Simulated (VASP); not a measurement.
# SiC (F-43m) in VASP: elastic constants with r2SCAN

Aim: the elastic constants of SiC with r2SCAN.

All numbers are computed with VASP 6.6.1; they aren't measurements. Logs are shortened: lines on timing, memory, paths and dates and some standing lists are left out, and cuts for length are marked.

## 1. The cell of the first run

Symmetry: F-43m, No. 216, cubic system. The conventional cell has a = 4.272 Å, b = 4.272 Å, c = 4.272 Å, α = 90.00°, β = 90.00°, γ = 90.00°. Within 2.5 Å of Si (site symmetry -43m) lie 4 C at 1.85 Å. C (site symmetry -43m) has 4 Si at 1.85 Å within 2.5 Å.

## 2. Elastic constants, r2SCAN

INCAR

```
SYSTEM = SiC
PREC     = Accurate       ! precision mode
ENCUT    = 600            ! plane-wave cutoff, eV
EDIFF    = 1E-8           ! SCF threshold, eV
ISMEAR   = 0              ! smearing method
SIGMA    = 0.01           ! smearing width, eV
LREAL    = .FALSE.        ! projectors in reciprocal space
LASPH    = .TRUE.         ! aspherical terms in the spheres
NELM     = 60             ! most SCF steps
ALGO     = Normal         ! electronic algorithm
ISIF     = 3              ! what is computed and relaxed
LWAVE    = .FALSE.        ! write WAVECAR
LCHARG   = .FALSE.        ! write CHGCAR
METAGGA  = R2SCAN         ! meta-GGA
LMIXTAU  = .TRUE.       
NBANDS   = 11             ! bands
IBRION   = 6              ! ionic algorithm
NFREE    = 2            
POTIM    = 0.015          ! step
NSW      = 1              ! ionic steps
```

KPOINTS

```
Automatic mesh
0
G
  8 8 8
  0 0 0
```

POSCAR

```
SiC
1.0
    0.0000000000      2.1357769489      2.1357769489
    2.1357769489      0.0000000000      2.1357769489
    2.1357769489      2.1357769489      0.0000000000
Si C
1 1
Direct
    0.0000000000      0.0000000000      0.0000000000
    0.7500000000      0.7500000000      0.7500000000
```

Potentials or basis: VASP PAW PBE potentials, release 64 (Si, C).

The run is started by

```bash
cat potpaw_PBE.64/Si/POTCAR potpaw_PBE.64/C/POTCAR > POTCAR
mpirun -np 1 vasp_std > vasp.out
```

OUTCAR:

```text
SYSTEM = SiC
   PREC = Accurate
   ENCUT = 600
   EDIFF = 1E-8
   ISMEAR = 0
   LREAL = .FALSE.
   LASPH = .TRUE.
   NELM = 60
   ISIF = 3
   METAGGA = R2SCAN
   IBRION = 6
   NFREE = 2
   POTIM = 0.015
   NSW = 1

 ion  position               nearest neighbor table
   1  0.000  0.000  0.000-   2 1.85   2 1.85   2 1.85   2 1.85
   2  0.750  0.750  0.750-   1 1.85   1 1.85   1 1.85   1 1.85

  LATTYP: Found a face centered cubic cell.
 ALAT       =     4.2715538978

  Lattice vectors:

 A1 = (   0.0000000000,   2.1357769489,   2.1357769489)
 A2 = (   2.1357769489,   0.0000000000,   2.1357769489)
 A3 = (   2.1357769489,   2.1357769489,   0.0000000000)

Analysis of symmetry for initial positions (statically):
=====================================================================
 Subroutine PRICEL returns:
 Original cell was already a primitive cell.

 Routine SETGRP: Setting up the symmetry group for a
 face centered cubic supercell.

 Subroutine GETGRP returns: Found 24 space group operations
 (whereof 24 operations were pure point group operations)
 out of a pool of 48 trial point group operations.

The static configuration has the point symmetry T_d .

Analysis of symmetry for dynamics (positions and initial velocities):
=====================================================================
 Subroutine PRICEL returns:
 Original cell was already a primitive cell.

 Routine SETGRP: Setting up the symmetry group for a
 face centered cubic supercell.

 Subroutine GETGRP returns: Found 24 space group operations
 (whereof 24 operations were pure point group operations)
 out of a pool of 48 trial point group operations.

The dynamic configuration has the point symmetry T_d .

 Subroutine INISYM returns: Found 24 space group operations
 (whereof 24 operations are pure point group operations),
 and found     1 'primitive' translations

----------------------------------------------------------------------------------------

                                     Primitive cell

  volume of cell :      19.4849

  direct lattice vectors                    reciprocal lattice vectors
     0.000000000  2.135776949  2.135776949    -0.234106844  0.234106844  0.234106844
     2.135776949  0.000000000  2.135776949     0.234106844 -0.234106844  0.234106844
     2.135776949  2.135776949  0.000000000     0.234106844  0.234106844 -0.234106844

  length of vectors
     3.020444727  3.020444727  3.020444727     0.405484947  0.405484947  0.405484947

  position of ions in fractional coordinates (direct lattice)
     0.000000000  0.000000000  0.000000000
     0.750000000  0.750000000  0.750000000

  ion indices of the primitive-cell ions
   primitive index   ion index
                 1           1
                 2           2

----------------------------------------------------------------------------------------

 KPOINTS: Automatic mesh

Automatic generation of k-mesh.
 Grid dimensions read from file:
 generate k-points for:    8    8    8

 Generating k-lattice:

  Cartesian coordinates                     Fractional coordinates (reciprocal lattice)
    -0.029263355  0.029263355  0.029263355     0.125000000  0.000000000  0.000000000
[... 111 lines left out ...]

  FORCE on cell =-STRESS in cart. coord.  units (eV):
  Direction    XX          YY          ZZ          XY          YZ          ZX
  --------------------------------------------------------------------------------------
  -------------------------------------------------------------------------------------
  Total        1.7748840      1.7748840      1.7748840      0.0000000      0.0000000      0.0000000
  in kB      145.9428648    145.9428648    145.9428648      0.0000000      0.0000000      0.0000000
  external PRESSURE =     145.9428648 kB  Pullay stress =       0.0000000 kB
[... 89 lines left out ...]
  FREE ENERGIE OF THE ION-ELECTRON SYSTEM (eV)
  ---------------------------------------------------
  free  energy   TOTEN  =       -19.2434306516 eV

  energy  without entropy=      -19.2434306516  energy(sigma->0) =      -19.24343065

[... ionic steps 4 to 14 ...]

--------------------------------------- Ionic step       15  -------------------------------------------

 number of electron       7.9999999 magnetization

------------------------ aborting loop because EDIFF is reached ----------------------------------------
[... 67 lines left out ...]
--------------------------------------- Ionic step       17  -------------------------------------------

 number of electron       7.9999999 magnetization

 Free energy of the ion-electron system (eV)
  ---------------------------------------------------
  ext. energy  EPLUGINS =         0.00000000
  ---------------------------------------------------
  free energy    TOTEN  =       -19.27397108 eV

  energy without entropy =      -19.27397108  energy(sigma->0) =      -19.27397108

 E-fermi :   8.8609     XC(G=0): -12.2055

 val. band max:        8.7422092989   @ k =   0.0000   0.0000   0.0000
 cond. band min:      10.3501343678   @ k =   0.5000   0.5000   0.0000
 fundamental gap:      1.6079250689
 Fermi energy:         8.8609299486

 k-point     1 :       0.0000    0.0000    0.0000
  band No.  band energies     occupation
      1      -7.9988      2.00000
      2       8.5898      2.00000
      3       8.6672      2.00000
      4       8.7422      2.00000
      5      16.2608      0.00000
      6      16.9503      0.00000
      7      16.9790      0.00000
      8      17.0090      0.00000
      9      24.2535      0.00000
     10      24.2538      0.00000
     11      27.4357      0.00000
[... 309 lines left out ...]
 k-point    24 :      -0.3750    0.2500    0.1250
  band No.  band energies     occupation
      1      -3.4631      2.00000
      2       0.3363      2.00000
      3       4.7293      2.00000
      4       6.2041      2.00000
      5      14.5735      0.00000
      6      16.9833      0.00000
      7      20.0937      0.00000
      8      21.1186      0.00000
      9      23.6801      0.00000
     10      26.5047      0.00000
     11      29.9817      0.00000

 [... further k-points ...]

------------------------ aborting loop because EDIFF is reached ----------------------------------------

  FORCE on cell =-STRESS in cart. coord.  units (eV):
  Direction    XX          YY          ZZ          XY          YZ          ZX
  --------------------------------------------------------------------------------------
  -------------------------------------------------------------------------------------
  Total        1.7742590      1.7810838      1.7810838      0.0000000     -0.1635899      0.0000000
  in kB      145.8914782    146.4526572    146.4526572      0.0000000    -13.4514571      0.0000000
  external PRESSURE =     146.2655975 kB  Pullay stress =       0.0000000 kB
[... 17 lines left out ...]
  FREE ENERGIE OF THE ION-ELECTRON SYSTEM (eV)
  ---------------------------------------------------
  free  energy   TOTEN  =       -19.2739710766 eV

  energy  without entropy=      -19.2739710766  energy(sigma->0) =      -19.27397108

 INTERNAL STRAIN TENSORS FROM STRAINED CELLS
 ============================================

 INTERNAL STRAIN TENSOR FOR ION    1 for displacements in x,y,z  (eV/Angst):
          X           Y           Z          XY          YZ          ZX
  --------------------------------------------------------------------------------
  x     0.00000    -0.00000    -0.00000     0.00000   -10.89687     0.00000
  y     0.00000     0.00000    -0.00000     0.00000     0.00000   -10.89605
  z     0.00000     0.00000     0.00000   -10.89660    -0.00000     0.00000

 INTERNAL STRAIN TENSORS FROM DISPLACED ATOMS
 ============================================

 INTERNAL STRAIN TENSOR FOR ION    1 for displacements in x,y,z  (eV/Angst):
          X           Y           Z          XY          YZ          ZX
  --------------------------------------------------------------------------------
  x     0.00000     0.00000     0.00000     0.00000   -10.90536     0.00000
  y     0.00000     0.00000     0.00000     0.00000     0.00000   -10.90536
  z     0.00000     0.00000     0.00000   -10.90536     0.00000     0.00000

 INTERNAL STRAIN TENSOR FOR ION    2 for displacements in x,y,z  (eV/Angst):
          X           Y           Z          XY          YZ          ZX
  --------------------------------------------------------------------------------
  x     0.00000    -0.00000    -0.00000     0.00000    10.90524     0.00000
  y     0.00000     0.00000     0.00000     0.00000     0.00000    10.90524
  z    -0.00000    -0.00000     0.00000    10.90524     0.00000     0.00000

 Eigenvectors and eigenvalues of the dynamical matrix
 ----------------------------------------------------

   1 f  =   25.531897 THz   160.421641 2PiTHz  851.652417 cm-1   105.591395 meV
             X         Y         Z           dx          dy          dz
      0.000000  0.000000  0.000000     0.547284   -0.000000    0.000000
      3.203665  3.203665  3.203665    -0.836947   -0.000000    0.000000
[... 21 lines left out ...]
   6 f/i=    0.000999 THz     0.006277 2PiTHz    0.033326 cm-1     0.004132 meV
             X         Y         Z           dx          dy          dz
      0.000000  0.000000  0.000000     0.001682    0.222957    0.806701
      3.203665  3.203665  3.203665     0.001100    0.145793    0.527507

--------------------------------------------------------------------------------------------------------

 ELASTIC MODULI CONTR FROM IONIC RELAXATION (kBar)
 Direction    XX          YY          ZZ          XY          YZ          ZX
 --------------------------------------------------------------------------------
 XX          -0.0000     -0.0000     -0.0000      0.0000      0.0000     -0.0000
 YY          -0.0000     -0.0000     -0.0000      0.0000      0.0000      0.0000
 ZZ          -0.0000     -0.0000     -0.0000      0.0000      0.0000     -0.0000
 XY           0.0000      0.0000      0.0000   -435.7985      0.0000      0.0000
 YZ           0.0000      0.0000      0.0000      0.0000   -435.7985      0.0000
 ZX          -0.0000      0.0000     -0.0000      0.0000      0.0000   -435.7985
 --------------------------------------------------------------------------------

 TOTAL ELASTIC MODULI (kBar)
 Direction    XX          YY          ZZ          XY          YZ          ZX
 --------------------------------------------------------------------------------
 XX        4552.6092   1724.9412   1724.9412      0.0000      0.0000     -0.0000
 YY        1724.9412   4552.6092   1724.9412      0.0000      0.0000     -0.0000
 ZZ        1724.9412   1724.9412   4552.6092      0.0000      0.0000     -0.0000
 XY           0.0000      0.0000      0.0000   2893.6551      0.0000      0.0000
 YZ           0.0000      0.0000      0.0000      0.0000   2893.6551      0.0000
 ZX          -0.0000     -0.0000     -0.0000      0.0000      0.0000   2893.6551
 --------------------------------------------------------------------------------
```

Run time: 7.4 min. Hardware: 1 thread of Intel Xeon 6975P-C (Granite Rapids), shared host; peak memory 0.2 GiB.

Results:

```yaml
Elastic_constants_C11_C12_C44: 455, 172, 289 GPa
Voigt_bulk_modulus: 267 GPa
Highest_phonon_frequency_at_Γ_LO-TO_splitting_left_out: 852 cm⁻¹
```

Phonon frequencies in cm⁻¹ (negative: imaginary):
```tsv
q point	frequencies
(0.000, 0.000, 0.000)	0 0 0 852 852 852
```

Elastic tensor in Voigt notation (GPa, in the Cartesian axes of the cell as first typed):
```
455 172 172   0   0   0
172 455 172   0   0   0
172 172 455   0   0   0
  0   0   0 289   0   0
  0   0   0   0 289   0
  0   0   0   0   0 289
```

Clamped-ion elastic tensor (GPa):
```
455 172 172   0   0   0
172 455 172   0   0   0
172 172 455   0   0   0
  0   0   0 333   0   0
  0   0   0   0 333   0
  0   0   0   0   0 333
```

Caveat: the cell is under stress, which shifts elastic constants; the PAW data sets were made with another functional, which shifts forces and pressure a little.
